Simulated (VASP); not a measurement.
# BN (P6_3/mmc) in VASP: settings compared

The runs below take BN through vibrations by perturbation theory, dielectric tensor, with PBEsol, r2SCAN.

Everything below comes from runs of VASP 6.6.1. Logs are shortened: lines on timing, memory, paths and dates and some standing lists are left out, and cuts for length are marked.

### Step 1. The cell of the first run

It takes space group P6_3/mmc (No. 194, hexagonal). The conventional cell has a = 2.504 Å, b = 2.504 Å, c = 7.070 Å, α = 90.00°, β = 90.00°, γ = 120.00°. Within 1.9 Å of B (site symmetry -6m2) lie 3 N at 1.45 Å. N (site symmetry -6m2) has 3 B at 1.45 Å within 1.9 Å.

### Step 2. Vibrations by perturbation theory, PBEsol

Input file INCAR:

```
PREC = Accurate
ENCUT = 600
EDIFF = 1E-8
ISMEAR = 0
SIGMA = 0.01
LREAL = F
LASPH = T
NELM = 120
ALGO = Normal
ISIF = 2
LWAVE = F
LCHARG = T
GGA = PS
NBANDS = 16
IBRION = 8
NSW = 1
LEPSILON = T
GGA_COMPAT = F
```

Input file KPOINTS:

```
Automatic mesh
0
Gamma
  9 9 4
```

Input file POSCAR:

```
BN
1.0
    2.5042764074      0.0000000000      0.0000000000
   -1.2521382037      2.1687669869      0.0000000000
    0.0000000000      0.0000000000      7.0702879455
B N
2 2
Direct
    0.3333333333      0.6666666667      0.2500000000
    0.6666666667      0.3333333333      0.7500000000
    0.6666666667      0.3333333333      0.2500000000
    0.3333333333      0.6666666667      0.7500000000
```

Potentials or basis: VASP PAW PBE potentials, release 64 (B, N).

Launch:

```
$ cat potpaw_PBE.64/B/POTCAR potpaw_PBE.64/N/POTCAR > POTCAR
$ mpirun -np 1 vasp_std > vasp.out
```

OUTCAR:

```text
PREC = Accurate
   ENCUT = 600
   EDIFF = 1E-8
   ISMEAR = 0
   LREAL = F
   LASPH = T
   NELM = 120
   ISIF = 2
   GGA = PS
   IBRION = 8
   NSW = 1
   LEPSILON = T

 ion  position               nearest neighbor table
   1  0.333  0.667  0.250-   3 1.45   3 1.45   3 1.45
   2  0.667  0.333  0.750-   4 1.45   4 1.45   4 1.45
   3  0.667  0.333  0.250-   1 1.45   1 1.45   1 1.45
   4  0.333  0.667  0.750-   2 1.45   2 1.45   2 1.45

  LATTYP: Found a hexagonal cell.
 ALAT       =     2.5042764074
 C/A-ratio  =     2.8232857701

  Lattice vectors:

 A1 = (   2.5042764074,   0.0000000000,   0.0000000000)
 A2 = (  -1.2521382037,   2.1687669869,   0.0000000000)
 A3 = (   0.0000000000,   0.0000000000,   7.0702879455)

Analysis of symmetry for initial positions (statically):
=====================================================================
 Subroutine PRICEL returns:
 Original cell was already a primitive cell.

 Routine SETGRP: Setting up the symmetry group for a
 hexagonal supercell.

 Subroutine GETGRP returns: Found 24 space group operations
 (whereof 12 operations were pure point group operations)
 out of a pool of 24 trial point group operations.

The static configuration has the point symmetry D_3d.
 The point group associated with its full space group is D_6h.

Analysis of symmetry for dynamics (positions and initial velocities):
=====================================================================
 Subroutine PRICEL returns:
 Original cell was already a primitive cell.

 Routine SETGRP: Setting up the symmetry group for a
 hexagonal supercell.

 Subroutine GETGRP returns: Found 24 space group operations
 (whereof 12 operations were pure point group operations)
 out of a pool of 24 trial point group operations.

The dynamic configuration has the point symmetry D_3d.
 The point group associated with its full space group is D_6h.

 Subroutine INISYM returns: Found 24 space group operations
 (whereof 12 operations are pure point group operations),
 and found     1 'primitive' translations

----------------------------------------------------------------------------------------

                                     Primitive cell

  volume of cell :      38.4001

  direct lattice vectors                    reciprocal lattice vectors
     2.504276407  0.000000000  0.000000000     0.399316943  0.230545745  0.000000000
    -1.252138204  2.168766987  0.000000000     0.000000000  0.461091489  0.000000000
     0.000000000  0.000000000  7.070287945     0.000000000  0.000000000  0.141436955

  length of vectors
     2.504276407  2.504276407  7.070287945     0.461091489  0.461091489  0.141436955

  position of ions in fractional coordinates (direct lattice)
     0.333333333  0.666666667  0.250000000
     0.666666667  0.333333333  0.750000000
     0.666666667  0.333333333  0.250000000
     0.333333333  0.666666667  0.750000000

  ion indices of the primitive-cell ions
   primitive index   ion index
                 1           1
                 2           2
                 3           3
                 4           4

----------------------------------------------------------------------------------------

 KPOINTS: Automatic mesh

Automatic generation of k-mesh.
 Grid dimensions read from file:
 generate k-points for:    9    9    4

 Generating k-lattice:

  Cartesian coordinates                     Fractional coordinates (reciprocal lattice)
     0.044368549  0.025616194  0.000000000     0.111111111  0.000000000  0.000000000
     0.000000000  0.051232388  0.000000000     0.000000000  0.111111111  0.000000000
     0.000000000  0.000000000  0.035359239     0.000000000  0.000000000  0.250000000

[... 605 lines left out ...]
  ---------------------------------------------------
  free energy    TOTEN  =        -0.40392725 eV

  energy without entropy =       -0.40392725

------------------------ aborting loop because EDIFF is reached ----------------------------------------

--------------------------------------- Ionic step        2  -------------------------------------------

------------------------ aborting loop because EDIFF is reached ----------------------------------------

--------------------------------------- Ionic step        3  -------------------------------------------

------------------------ aborting loop because EDIFF is reached ----------------------------------------

 PIEZOELECTRIC TENSOR FIELD DIRECTION 3  (e Angst)
 -----------------------------------------------------------------------------
    -0.00010 -0.00000  0.00000           ( -0.00000  0.00000  0.00000)
    -0.00000 -0.00010 -0.00000           (  0.00000 -0.00000 -0.00000)
     0.00000  0.00000 -0.00011           (  0.00000 -0.00000 -0.00000)

 PIEZOELECTRIC TENSOR FIELD DIRECTION 3  (C/m^2)
 -----------------------------------------------------------------------------
    -0.00004 -0.00000  0.00000
    -0.00000 -0.00004 -0.00000
     0.00000  0.00000 -0.00005

[... ionic steps 4 to 9 ...]

--------------------------------------- Ionic step       10  -------------------------------------------

------------------------ aborting loop because EDIFF is reached ----------------------------------------

[... ionic steps 11 to 11 ...]

--------------------------------------- Ionic step       12  -------------------------------------------

 Free energy of the ion-electron system (eV)
  ---------------------------------------------------
  ---------------------------------------------------
  free energy    TOTEN  =        -0.26922978 eV

  energy without entropy =       -0.26922978

------------------------ aborting loop because EDIFF is reached ----------------------------------------

 INTERNAL STRAIN TENSOR  FOR ION    3  DIRECTION 3   (eV/Angst):
 -----------------------------------------------------------------------------
    -0.00018  0.00000  0.00000
     0.00000 -0.00018 -0.00000
     0.00000  0.00000  0.00164

 MACROSCOPIC STATIC DIELECTRIC TENSOR (including local field effects in DFT)
 ------------------------------------------------------
           4.596510     0.000000     0.000000
           0.000000     4.596510    -0.000000
           0.000000     0.000000     2.477339
 ------------------------------------------------------

 PIEZOELECTRIC TENSOR (including local field effects)  for field in x, y, z        (e  Angst)
          XX          YY          ZZ          XY          YZ          ZX
  --------------------------------------------------------------------------------
  x     0.00000     0.00000     0.00000     0.00000     0.00000     0.00000
  y     0.00000     0.00000     0.00000     0.00000     0.00000     0.00000
  z     0.00000     0.00000     0.00000     0.00000     0.00000     0.00000

 PIEZOELECTRIC TENSOR (including local field effects)  for field in x, y, z        (C/m^2)
          XX          YY          ZZ          XY          YZ          ZX
  --------------------------------------------------------------------------------
  x     0.00000     0.00000     0.00000     0.00000     0.00000     0.00000
  y     0.00000     0.00000     0.00000     0.00000     0.00000     0.00000
  z     0.00000     0.00000     0.00000     0.00000     0.00000     0.00000

 BORN EFFECTIVE CHARGES (including local field effects) (in |e|, cummulative output)
 ---------------------------------------------------------------------------------
 ion    1
    1     2.70608     0.00000     0.00000
    2     0.00000     2.70608     0.00000
    3    -0.00000     0.00000     0.63930
 ion    2
    1     2.70608     0.00000     0.00000
    2     0.00000     2.70608     0.00000
    3    -0.00000     0.00000     0.63930
 ion    3
    1    -2.70608     0.00000     0.00000
    2     0.00000    -2.70608     0.00000
    3    -0.00000     0.00000    -0.63930
 ion    4
    1    -2.70608     0.00000     0.00000
    2     0.00000    -2.70608     0.00000
    3     0.00000     0.00000    -0.63930

 INTERNAL STRAIN TENSOR FOR ION    4 for displacements in x,y,z  (eV/Angst):
          X           Y           Z          XY          YZ          ZX
  --------------------------------------------------------------------------------
  x     0.00000     0.00000     0.00000   -12.91987     0.00000     0.00000
  y   -12.91987    12.91987    -0.00000     0.00000     0.00000     0.00000
  z     0.00000     0.00000     0.00000     0.00000     0.00000     0.00000

 SECOND DERIVATIVES (NOT SYMMETRIZED)
 ------------------------------------
               1X          1Y          1Z          2X          2Y          2Z          3X          3Y          3Z          4X          4Y          4Z
  1X   -41.612409    0.000000    0.000000    0.009932    0.000000    0.000000   41.601293    0.000000    0.000000    0.001184    0.000000    0.000000
  1Y     0.000000  -41.612409    0.000000    0.000000    0.009932    0.000000   -0.000000   41.601293    0.000000    0.000000    0.001184    0.000000
  1Z     0.000000    0.000000  -13.450426    0.000000    0.000000    0.628130    0.000000    0.000000   13.471777    0.000000   -0.000000   -0.649481
  2X     0.009932    0.000000    0.000000  -41.612409    0.000000    0.000000    0.001184    0.000000    0.000000   41.601293    0.000000    0.000000
  2Y     0.000000    0.009932    0.000000    0.000000  -41.612409    0.000000    0.000000    0.001184    0.000000   -0.000000   41.601293    0.000000
  2Z     0.000000    0.000000    0.628130    0.000000    0.000000  -13.450426    0.000000   -0.000000   -0.649481    0.000000    0.000000   13.471777
  3X    41.581317    0.000000    0.000000   -0.003766   -0.000000    0.000000  -41.607946    0.000000    0.000000    0.030395   -0.000000    0.000000
  3Y     0.000000   41.581317    0.000000    0.000000   -0.003766    0.000000    0.000000  -41.607946    0.000000    0.000000    0.030395    0.000000
  3Z     0.000000    0.000000   13.466949    0.000000    0.000000   -0.640513    0.000000    0.000000  -13.643579   -0.000000   -0.000000    0.817142
  4X    -0.003766   -0.000000    0.000000   41.581317    0.000000    0.000000    0.030395   -0.000000    0.000000  -41.607946    0.000000    0.000000
  4Y     0.000000   -0.003766    0.000000    0.000000   41.581317    0.000000    0.000000    0.030395    0.000000    0.000000  -41.607946    0.000000
  4Z     0.000000    0.000000   -0.640513    0.000000    0.000000   13.466949   -0.000000   -0.000000    0.817142    0.000000    0.000000  -13.643579

 Eigenvectors and eigenvalues of the dynamical matrix
 ----------------------------------------------------

   1 f  =   40.829300 THz   256.538058 2PiTHz 1361.918853 cm-1   168.856341 meV
             X         Y         Z           dx          dy          dz
     -0.000000  1.445845  1.767572     0.531153    0.000001   -0.000000
      1.252138  0.722922  5.302716    -0.531153   -0.000001    0.000000
      1.252138  0.722922  1.767572    -0.466773   -0.000001   -0.000000
     -0.000000  1.445845  5.302716     0.466773    0.000001    0.000000
[... 71 lines left out ...]
  12 f/i=    0.006065 THz     0.038109 2PiTHz    0.202312 cm-1     0.025083 meV
             X         Y         Z           dx          dy          dz
     -0.000000  1.445845  1.767572    -0.109594   -0.453623    0.000000
      1.252138  0.722922  5.302716    -0.109594   -0.453623    0.000000
      1.252138  0.722922  1.767572    -0.124756   -0.516383    0.000000
     -0.000000  1.445845  5.302716    -0.124756   -0.516383    0.000000

--------------------------------------------------------------------------------------------------------

 MACROSCOPIC STATIC DIELECTRIC TENSOR IONIC CONTRIBUTION
 ------------------------------------------------------
           1.659419     0.000000    -0.000000
           0.000000     1.659419    -0.000000
          -0.000000    -0.000000     0.300357
 ------------------------------------------------------

 ELASTIC MODULI CONTR FROM IONIC RELAXATION (kBar)
 Direction    XX          YY          ZZ          XY          YZ          ZX
 --------------------------------------------------------------------------------
 XX        -429.5075    429.5075     -0.0000     -0.0000      0.0000      0.0000
 YY         429.5075   -429.5075      0.0000      0.0000      0.0000     -0.0000
 ZZ          -0.0000      0.0000     -0.0000     -0.0000      0.0000      0.0000
 XY          -0.0000      0.0000     -0.0000   -429.5075      0.0000     -0.0000
 YZ           0.0000      0.0000      0.0000      0.0000      0.0000      0.0000
 ZX           0.0000     -0.0000      0.0000     -0.0000      0.0000     -0.0000
 --------------------------------------------------------------------------------

 PIEZOELECTRIC TENSOR IONIC CONTR  for field in x, y, z        (C/m^2)
          XX          YY          ZZ          XY          YZ          ZX
  --------------------------------------------------------------------------------
  x     0.00000    -0.00000     0.00000     0.00000     0.00000     0.00000
  y    -0.00000     0.00000    -0.00000     0.00000     0.00000    -0.00000
  z    -0.00000     0.00000    -0.00000    -0.00000     0.00000     0.00000
```

Run time: 4 min. Hardware: 1 thread of Intel Xeon 6975P-C (Granite Rapids), shared host; peak memory 0.35 GiB.

Results:

```yaml
Electronic_dielectric_tensor_diagonal: 4.60, 4.60, 2.48
Born_charges_mean_of_the_diagonal: B +2.02; N -2.02 e
Highest_phonon_frequency_at_Γ_LO-TO_splitting_left_out: 1362 cm⁻¹
```

Phonon frequencies in cm⁻¹ (negative: imaginary):
```csv
q point,frequencies
"(0.000, 0.000, 0.000)",0 0 0 29 29 58 756 795 1362 1362 1362 1362
```

Electronic dielectric tensor:
```
4.60 0.00 0.00
0.00 4.60 0.00
0.00 0.00 2.48
```

Born effective charge tensors (e):
atom 1, B
```
2.71 0.00 0.00
0.00 2.71 0.00
0.00 0.00 0.64
```
atom 2, B
```
2.71 0.00 0.00
0.00 2.71 0.00
0.00 0.00 0.64
```
atom 3, N
```
-2.71  0.00  0.00
 0.00 -2.71  0.00
 0.00  0.00 -0.64
```
atom 4, N
```
-2.71  0.00  0.00
 0.00 -2.71  0.00
 0.00  0.00 -0.64
```

Caveat: the PAW data sets were made with another functional, which shifts forces and pressure a little; this functional lacks dispersion, which binds layers or chains, so the pressure and a relaxed spacing across them are unreliable.

### Step 3. Dielectric tensor, r2SCAN

This run uses another cell than the first one, of 9.33 Å³/atom.

Input file INCAR:

```
ALGO = Normal ; EDIFF = 1E-8
ENCUT = 580 ; GGA_COMPAT = False
ISIF = 2 ; ISMEAR = 0
LASPH = True ; LCALCEPS = True
LCHARG = False ; LMIXTAU = True
LREAL = False ; LWAVE = False
METAGGA = R2SCAN ; NELM = 120
PREC = Accurate ; SIGMA = 0.01
```

Input file KPOINTS:

```
k-points
0
Gamma
  9 9 4
```

Input file POSCAR:

```
BN
1.0
    2.5008383104      0.0000000000      0.0000000000
   -1.2504191552      2.1657895075      0.0000000000
    0.0000000000      0.0000000000      6.8931205922
B N
2 2
Direct
    0.3333333333      0.6666666667      0.2500000000
    0.6666666667      0.3333333333      0.7500000000
    0.6666666667      0.3333333333      0.2500000000
    0.3333333333      0.6666666667      0.7500000000
```

Potentials or basis: VASP PAW PBE potentials, release 64 (B, N).

Launch:

```
$ cat potpaw_PBE.64/B/POTCAR potpaw_PBE.64/N/POTCAR > POTCAR
$ mpirun -np 1 vasp_std > vasp.out
```

OUTCAR:

```text
EDIFF = 1E-8
   ENCUT = 580
   ISIF = 2
   ISMEAR = 0
   LASPH = True
   LREAL = False
   METAGGA = R2SCAN
   NELM = 120
   PREC = Accurate

 ion  position               nearest neighbor table
   1  0.333  0.667  0.250-   3 1.44   3 1.44   3 1.44
   2  0.667  0.333  0.750-   4 1.44   4 1.44   4 1.44
   3  0.667  0.333  0.250-   1 1.44   1 1.44   1 1.44
   4  0.333  0.667  0.750-   2 1.44   2 1.44   2 1.44

  LATTYP: Found a hexagonal cell.
 ALAT       =     2.5008383104
[... 609 lines left out ...]
  FORCE on cell =-STRESS in cart. coord.  units (eV):
  Direction    XX          YY          ZZ          XY          YZ          ZX
  --------------------------------------------------------------------------------------
  -------------------------------------------------------------------------------------
  Total        0.1714626      0.1714626     -0.0350162      0.0000000      0.0000000      0.0000000
  in kB        7.3580425      7.3580425     -1.5026652      0.0000000      0.0000000      0.0000000
  external PRESSURE =       4.4044733 kB  Pullay stress =       0.0000000 kB

 VOLUME and BASIS-vectors are now :
 -----------------------------------------------------------------------------
  energy-cutoff  :      580.00
  volume of cell :       37.34
      direct lattice vectors                 reciprocal lattice vectors
     2.500838310  0.000000000  0.000000000     0.399865915  0.230862694  0.000000000
    -1.250419155  2.165789507  0.000000000     0.000000000  0.461725388  0.000000000
     0.000000000  0.000000000  6.893120592     0.000000000  0.000000000  0.145072175

 POSITION                                       TOTAL-FORCE (eV/Angst)
 -----------------------------------------------------------------------------------
     -0.00000      1.44386      1.72328        -0.000000      0.000000      0.000000
      1.25042      0.72193      5.16984         0.000000     -0.000000      0.000000
      1.25042      0.72193      1.72328        -0.000000      0.000000     -0.000000
     -0.00000      1.44386      5.16984         0.000000     -0.000000     -0.000000
 -----------------------------------------------------------------------------------
    total drift:                               -0.000000      0.000000      0.000000

  FREE ENERGIE OF THE ION-ELECTRON SYSTEM (eV)
  ---------------------------------------------------
  free  energy   TOTEN  =       -38.5990407453 eV

  energy  without entropy=      -38.5990407453  energy(sigma->0) =      -38.59904075
```

OSZICAR:

```text
N       E                     dE             d eps       ncg     rms          rms(c)
DAV:   1     0.666602835993E+02    0.66660E+02   -0.91305E+03   864   0.138E+03
DAV:   2    -0.419856931355E+02   -0.10865E+03   -0.99147E+02  1324   0.292E+02
DAV:   3    -0.466957594557E+02   -0.47101E+01   -0.46815E+01  1104   0.646E+01
[... 12 lines left out ...]
DMP:   7    -0.385990405431E+02   -0.26817E-07   -0.17220E-06   900   0.612E-06  -0.349E-06
DMP:   8    -0.385990406452E+02   -0.10204E-06   -0.14380E-06   900   0.318E-06   0.799E-07
DMP:   9    -0.385990407215E+02   -0.76337E-07   -0.38504E-07   900   0.847E-07   0.223E-07
DMP:  10    -0.385990407292E+02   -0.76859E-08   -0.14844E-07   900   0.672E-07  -0.579E-07
DMP:  11    -0.385990407355E+02   -0.62474E-08   -0.17811E-07   900   0.477E-07  -0.607E-08
DMP:  12    -0.385990407453E+02   -0.98247E-08   -0.66839E-08   900   0.143E-07   0.457E-08
   1 F= -.38599041E+02 E0= -.38599041E+02  d E =-.455072E-20
```

stdout:

```text
POSCAR found type information on POSCAR B N
 POSCAR found :  2 types and       4 ions
 scaLAPACK will be used
 -----------------------------------------------------------------------------
|                                                                             |
[... 96 lines left out ...]
dp_tot=( -0.102E-07  0.933E-08  0.314E-02 )  diag[e(oo)]=(    ---      ---    2.52275 )
 p_tot=( -0.331E-09  0.320E-09  0.314E-02 )
dp_tot=( -0.102E-07  0.934E-08  0.314E-02 )  diag[e(oo)]=(    ---      ---    2.52179 )
 p_tot=( -0.211E-09  0.250E-09  0.311E-02 )
dp_tot=( -0.101E-07  0.927E-08  0.311E-02 )  diag[e(oo)]=(    ---      ---    2.50619 )
 final diagonalization full
 p_tot=( -0.593E-10  0.180E-09  0.308E-02 )
dp_tot=( -0.997E-08  0.920E-08  0.308E-02 )  diag[e(oo)]=(    ---      ---    2.49386 )
```

Run time: 19 min. Hardware: 1 thread of Intel Xeon 6975P-C (Granite Rapids), shared host; peak memory 0.38 GiB.

Results:

```
Band gap on the k mesh                  : 5.06 eV (least direct gap 5.37 eV)
Electronic dielectric tensor (diagonal) : 4.29, 4.29, 2.49
Born charges (mean of the diagonal)     : B +2.06; N -2.06 e
```

Electronic dielectric tensor:
```
4.29 0.00 0.00
0.00 4.29 0.00
0.00 0.00 2.49
```

Born effective charge tensors (e):
atom 1, B
```
2.73 0.00 0.00
0.00 2.73 0.00
0.00 0.00 0.72
```
atom 2, B
```
2.73 0.00 0.00
0.00 2.73 0.00
0.00 0.00 0.72
```
atom 3, N
```
-2.73  0.00  0.00
 0.00 -2.73  0.00
 0.00  0.00 -0.72
```
atom 4, N
```
-2.73  0.00  0.00
 0.00 -2.73  0.00
 0.00  0.00 -0.72
```

Dipole moments of the cell (e·Å, modulo the quantum): ionic 0.000, 0.000, 0.000; electronic 0.000, 0.000, 0.003

Caveat: the PAW data sets were made with another functional, which shifts forces and pressure a little. A k mesh can miss the band edges.
